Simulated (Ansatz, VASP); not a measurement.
# One calculation of Au, two programs

```
CELL_PARAMETERS angstrom
2.88054 0.00000 0.00000
-1.44027 2.49462 0.00000
0.00000 0.00000 4.84725
ATOMIC_POSITIONS crystal
Au 0.66667 0.33333 0.25000
Au 0.33333 0.66667 0.75000
```

Change from the starting cell: volume scaled by 0.98.

Alike in both runs: task single point; functional LDA; k mesh 11 × 11 × 6; occupations fermi-dirac, width 0.05 eV; no spin polarisation.

|  | VASP | Ansatz |
| --- | --- | --- |
| version | VASP 6.6.1 | Ansatz 0.2.0 |
| potentials or method | VASP PAW LDA potentials, release 64 (Au), cutoff 520 eV | all-electron LAPW, scalar-relativistic |

|  | VASP | Ansatz | Ansatz less VASP |
| --- | --- | --- | --- |
| gap on the k mesh at the Fermi level (eV) | none | none | - |
| pressure (GPa) | -7.6 | -8.1 | -0.41 |
| traceless stress, the component that is largest in VASP (GPa) | -0.36 | -0.27 | +0.084 |

LDA's correlation is that of Perdew and Zunger in VASP and of Perdew and Wang (1992) in Ansatz. A gap of «none» marks a metal or a gap that the smearing closes. Ansatz ran all-electron here, and VASP with PAW potentials.

Spin-orbit coupling is off throughout.
